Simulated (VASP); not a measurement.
# Na2Sb (P4/mmm) in VASP: further runs

Na2Sb is run at these levels: PBE; tasks: relaxation of shape and atoms at fixed volume, relaxation of cell and atoms.

Program: VASP 6.6.1. These are calculated values, not measurements. Logs are shortened: lines on timing, memory, paths and dates and some standing lists are left out, and cuts for length are marked.

**1. The cell of the first run**

The structure is tetragonal, space group P4/mmm (No. 123). Conventional cell: a = 5.357 Å, b = 5.357 Å, c = 3.422 Å, α = 90.00°, β = 90.00°, γ = 90.00°. Within 4.2 Å of Na (site symmetry mmm) lie 4 Sb at 3.18 Å and 6 Na at 3.42 to 3.79 Å. Sb (site symmetry 4/mmm) has 8 Na at 3.18 Å and 2 Sb at 3.42 Å within 4.2 Å.

**2. Relaxation of shape and atoms at fixed volume, PBE (32.73 Å³/atom)**

File INCAR:

```
ALGO = Fast
EDIFF = 1E-6
EDIFFG = -0.01
ENCUT = 600
GGA = PE
IBRION = 2
ISIF = 4
ISMEAR = 0
LASPH = T
LCHARG = F
LREAL = F
LWAVE = F
NELM = 80
NSW = 50
PREC = Accurate
SIGMA = 0.1
```

File KPOINTS:

```
k-points
0
Gamma
  10 10 14
```

File POSCAR:

```
Na2Sb
1.0
    5.3568057414      0.0000000000      0.0000000000
    0.0000000000      5.3568057414      0.0000000000
    0.0000000000      0.0000000000      3.4219851721
Na Sb
2 1
Direct
    0.5000000000      0.0000000000      0.5000000000
    0.0000000000      0.5000000000      0.5000000000
    0.0000000000      0.0000000000      0.0000000000
```

Potentials or basis: VASP PAW PBE potentials, release 64 (Na_pv, Sb).

Command:

```
$ cat potpaw_PBE.64/Na_pv/POTCAR potpaw_PBE.64/Sb/POTCAR > POTCAR
$ mpirun -np 1 vasp_std > vasp.out
```

OUTCAR:

```text
EDIFF = 1E-6
   EDIFFG = -0.01
   ENCUT = 600
   GGA = PE
   IBRION = 2
   ISIF = 4
   ISMEAR = 0
   LASPH = T
   LREAL = F
   NELM = 80
   NSW = 50
   PREC = Accurate

 ion  position               nearest neighbor table
   1  0.500  0.000  0.500-   3 3.18   3 3.18   3 3.18   3 3.18
   2  0.000  0.500  0.500-   3 3.18   3 3.18   3 3.18   3 3.18
   3  0.000  0.000  0.000-   1 3.18   2 3.18   1 3.18   2 3.18   2 3.18   2 3.18   1 3.18   1 3.18

  LATTYP: Found a simple tetragonal cell.
 ALAT       =     5.3568057414
 C/A-ratio  =     0.6388107647

  Lattice vectors:

 A1 = (   5.3568057414,   0.0000000000,   0.0000000000)
 A2 = (   0.0000000000,   5.3568057414,   0.0000000000)
 A3 = (   0.0000000000,   0.0000000000,   3.4219851721)

Analysis of symmetry for initial positions (statically):
=====================================================================
 Subroutine PRICEL returns:
 Original cell was already a primitive cell.

 Routine SETGRP: Setting up the symmetry group for a
 simple tetragonal supercell.

 Subroutine GETGRP returns: Found 16 space group operations
 (whereof 16 operations were pure point group operations)
 out of a pool of 16 trial point group operations.

The static configuration has the point symmetry D_4h.

Analysis of symmetry for dynamics (positions and initial velocities):
=====================================================================
 Subroutine PRICEL returns:
 Original cell was already a primitive cell.

 Routine SETGRP: Setting up the symmetry group for a
 simple tetragonal supercell.

 Subroutine GETGRP returns: Found 16 space group operations
 (whereof 16 operations were pure point group operations)
 out of a pool of 16 trial point group operations.

The dynamic configuration has the point symmetry D_4h.

 Subroutine INISYM returns: Found 16 space group operations
 (whereof 16 operations are pure point group operations),
 and found     1 'primitive' translations

----------------------------------------------------------------------------------------

                                     Primitive cell

  volume of cell :      98.1951

  direct lattice vectors                    reciprocal lattice vectors
     5.356805741  0.000000000  0.000000000     0.186678414  0.000000000  0.000000000
[... 157 lines left out ...]
     0.000000000  5.356805741  0.000000000     0.000000000  0.186678414  0.000000000
     0.000000000  0.000000000  3.421985172     0.000000000  0.000000000  0.292228034

 POSITION                                       TOTAL-FORCE (eV/Angst)
 -----------------------------------------------------------------------------------
      2.67840      0.00000      1.71099         0.000000      0.000000      0.000000
      0.00000      2.67840      1.71099         0.000000      0.000000      0.000000
      0.00000      0.00000      0.00000         0.000000      0.000000      0.000000
 -----------------------------------------------------------------------------------
    total drift:                                0.000000      0.000000     -0.000000

  FREE ENERGIE OF THE ION-ELECTRON SYSTEM (eV)
  ---------------------------------------------------
  free  energy   TOTEN  =        -7.7373948849 eV

  energy  without entropy=       -7.7300191458  energy(sigma->0) =       -7.73370702

--------------------------------------- Ionic step        2  -------------------------------------------

 number of electron      19.0000003 magnetization

 Free energy of the ion-electron system (eV)
  ---------------------------------------------------
  ext. energy  EPLUGINS =         0.00000000
  ---------------------------------------------------
  free energy    TOTEN  =        -7.73741917 eV

  energy without entropy =       -7.72998114  energy(sigma->0) =       -7.73370015

 E-fermi :   2.1065     XC(G=0):  -7.3106

 val. band max:        2.1031597813   @ k =   0.3000   0.1000   0.5000
 cond. band min:       2.1287809686   @ k =   0.3000   0.0000   0.2143
 fundamental gap:      0.0256211874
 Fermi energy:         2.1065207294

 k-point     1 :       0.0000    0.0000    0.0000
  band No.  band energies     occupation
      1     -22.3225      2.00000
      2     -22.3225      2.00000
      3     -22.2408      2.00000
      4     -22.2408      2.00000
      5     -22.2398      2.00000
      6     -22.2371      2.00000
      7      -7.1917      2.00000
      8       0.5307      2.00000
      9       0.5307      2.00000
     10       2.0918      1.16522
     11       4.4376      0.00000
     12       5.4307      0.00000
     13       7.7150      0.00000
[... 354 lines left out ...]
  band No.  band energies     occupation
      1     -22.3221      2.00000
      2     -22.3220      2.00000
      3     -22.2419      2.00000
      4     -22.2411      2.00000
      5     -22.2408      2.00000
      6     -22.2395      2.00000
      7      -7.0889      2.00000
      8      -0.1067      2.00000
      9       0.6396      2.00000
     10       2.8395      0.00000
     11       4.7801      0.00000
     12       5.0501      0.00000
     13       6.3661      0.00000

 [... further k-points ...]

------------------------ aborting loop because EDIFF is reached ----------------------------------------

  FORCE on cell =-STRESS in cart. coord.  units (eV):
  Direction    XX          YY          ZZ          XY          YZ          ZX
  --------------------------------------------------------------------------------------
  -------------------------------------------------------------------------------------
  Total        0.3779047      0.3779047      0.4144763      0.0000000      0.0000000      0.0000000
  in kB        6.1659914      6.1659914      6.7627040      0.0000000      0.0000000      0.0000000
  external PRESSURE =       6.3648956 kB  Pullay stress =       0.0000000 kB

 VOLUME and BASIS-vectors are now :
 -----------------------------------------------------------------------------
  energy-cutoff  :      600.00
  volume of cell :       98.20
      direct lattice vectors                 reciprocal lattice vectors
     5.355343366  0.000000000  0.000000000     0.186729390  0.000000000 -0.000000000
     0.000000000  5.355343366  0.000000000     0.000000000  0.186729390 -0.000000000
     0.000000000  0.000000000  3.423854299    -0.000000000  0.000000000  0.292068503

 POSITION                                       TOTAL-FORCE (eV/Angst)
 -----------------------------------------------------------------------------------
      2.67767      0.00000      1.71193         0.000000      0.000000      0.000000
      0.00000      2.67767      1.71193        -0.000000     -0.000000      0.000000
      0.00000      0.00000      0.00000        -0.000000      0.000000      0.000000
 -----------------------------------------------------------------------------------
    total drift:                                0.000000      0.000000     -0.000000

  FREE ENERGIE OF THE ION-ELECTRON SYSTEM (eV)
  ---------------------------------------------------
  free  energy   TOTEN  =        -7.7374191698 eV

  energy  without entropy=       -7.7299811386  energy(sigma->0) =       -7.73370015

 reached required accuracy - stopping structural energy minimisation
```

OSZICAR:

```text
N       E                     dE             d eps       ncg     rms          rms(c)
DAV:   1     0.126038404429E+03    0.12604E+03   -0.98409E+03  4373   0.144E+03
DAV:   2    -0.599312502305E+00   -0.12664E+03   -0.12509E+03  4523   0.349E+02
[... 13 lines left out ...]
   1 F= -.77373949E+01 E0= -.77337070E+01  d E =-.773739E+01
       N       E                     dE             d eps       ncg     rms          rms(c)
DAV:   1    -0.773744037405E+01   -0.45635E-04   -0.14474E-03  5118   0.458E-01    0.404E-02
RMM:   2    -0.773742687851E+01    0.13496E-04   -0.27289E-05  4383   0.561E-02    0.249E-02
RMM:   3    -0.773741905422E+01    0.78243E-05   -0.86942E-06  3853   0.293E-02    0.173E-03
RMM:   4    -0.773741916976E+01   -0.11553E-06   -0.97298E-07  2586   0.134E-02
   2 F= -.77374192E+01 E0= -.77337002E+01  d E =-.242848E-04
```

It took 4.5 min on 1 thread of Intel Xeon 8259CL, shared host; peak memory 0.45 GiB.

Results:

```
Free energy               : -7.7374 eV
Energy gained by relaxing : 0.0 meV/atom
Ionic steps               : 2
Pressure after relaxing   : 0.6 GPa
Band gap on the k mesh    : zero (an odd number of electrons rules out a gap without spin polarisation)
```

Final structure:
```yaml
crystal:
  lattice:
    - [5.35534, 0.00000, 0.00000]
    - [0.00000, 5.35534, 0.00000]
    - [0.00000, 0.00000, 3.42385]
  atoms:
    - { symbol: Na, position: [0.50000, 0.00000, 0.50000] }
    - { symbol: Na, position: [0.00000, 0.50000, 0.50000] }
    - { symbol: Sb, position: [0.00000, 0.00000, 0.00000] }
```

Levels at points of the mesh, in eV from the Fermi level:
| k point | band 6 | band 7 | band 8 | band 9 | band 10 | band 11 | band 12 | band 13 |
| --- | --- | --- | --- | --- | --- | --- | --- | --- |
| (0.00, 0.00, 0.00) | -24.34 | -9.30 | -1.58 | -1.58 | -0.01 | 2.33 | 3.32 | 5.61 |
| (0.50, 0.00, 0.00) | -24.34 | -9.16 | -3.05 | -1.41 | 1.74 | 2.61 | 3.27 | 3.36 |
| (0.50, 0.50, 0.00) | -24.34 | -9.03 | -2.71 | -2.71 | 0.40 | 3.39 | 5.67 | 5.67 |
| (0.00, 0.00, 0.50) | -24.34 | -7.49 | -3.46 | 0.03 | 0.03 | 2.95 | 3.44 | 4.13 |
| (0.50, 0.00, 0.50) | -24.34 | -7.42 | -3.26 | -0.98 | 0.17 | 1.84 | 4.14 | 4.59 |
| (0.50, 0.50, 0.50) | -24.33 | -7.37 | -3.08 | -0.74 | -0.74 | 2.74 | 2.74 | 3.32 |

Caveat: spin-orbit coupling is left out, which moves the levels of the heavy elements.

**3. Relaxation of cell and atoms, PBE**

This run uses another cell than the first one, of 33.74 Å³/atom.

File INCAR:

```
  PREC = Accurate
  ENCUT = 600
  EDIFF = 1E-6
  ISMEAR = 0
  SIGMA = 0.1
  LREAL = False
  LASPH = True
  NELM = 100
  ALGO = Fast
  ISIF = 3
  LWAVE = False
  LCHARG = False
  GGA = PE
  IBRION = 2
  NSW = 100
  EDIFFG = -0.01
```

File KPOINTS:

```
regular mesh
0
Gamma
  10 10 14
```

File POSCAR:

```
Na2Sb
1.0
    5.4114708000      0.0000000000      0.0000000000
    0.0000000000      5.4114708000      0.0000000000
    0.0000000000      0.0000000000      3.4569058000
Na Sb
2 1
Direct
    0.5000000000      0.0000000000      0.5000000000
    0.0000000000      0.5000000000      0.5000000000
    0.0000000000      0.0000000000      0.0000000000
```

Potentials or basis: VASP PAW PBE potentials, release 64 (Na_pv, Sb).

Command:

```
$ cat potpaw_PBE.64/Na_pv/POTCAR potpaw_PBE.64/Sb/POTCAR > POTCAR
$ mpirun -np 1 vasp_std > vasp.out
```

Run time: 5 min. Hardware: 1 thread of Intel Xeon 8259CL, shared host; peak memory 0.45 GiB.

Results (log left out):

```yaml
Free_energy: -7.7437 eV
Relaxed_volume: 33.78 Å³/atom
Relaxed_cell: a = 5.413 Å, b = 5.413 Å, c = 3.459 Å, α = 90.00°, β = 90.00°, γ = 90.00°
Space_group_after_relaxing_to_0.1_Å: P4/mmm (No. 123)
Energy_gained_by_relaxing: 0.0 meV/atom
Ionic_steps: 2
Pressure_after_relaxing: 0.0 GPa
Band_gap_on_the_k_mesh: zero (an odd number of electrons rules out a gap without spin polarisation)
```

Final structure:
```
Na Sb
1.0
     5.41316    0.00000    0.00000
     0.00000    5.41316    0.00000
     0.00000    0.00000    3.45878
Na Sb
2 1
Direct
  0.50000 0.00000 0.50000
  0.00000 0.50000 0.50000
  0.00000 0.00000 0.00000
```

Levels at points of the mesh, in eV from the Fermi level:
```csv
k point,band 6,band 7,band 8,band 9,band 10,band 11,band 12,band 13
"(0.00, 0.00, 0.00)",-24.36,-9.19,-1.52,-1.52,0.00,2.30,3.21,5.58
"(0.50, 0.00, 0.00)",-24.36,-9.06,-2.95,-1.36,1.69,2.60,3.25,3.27
"(0.50, 0.50, 0.00)",-24.35,-8.94,-2.62,-2.62,0.46,3.28,5.54,5.54
"(0.00, 0.00, 0.50)",-24.35,-7.47,-3.34,0.04,0.04,2.90,3.41,4.11
"(0.50, 0.00, 0.50)",-24.35,-7.41,-3.14,-0.93,0.17,1.85,4.06,4.56
"(0.50, 0.50, 0.50)",-24.34,-7.36,-2.97,-0.71,-0.71,2.72,2.72,3.34
```

Caveat: spin-orbit coupling is left out, which moves the levels of the heavy elements.

The gap in the log of VASP goes by the Fermi energy; the results here count the filled bands.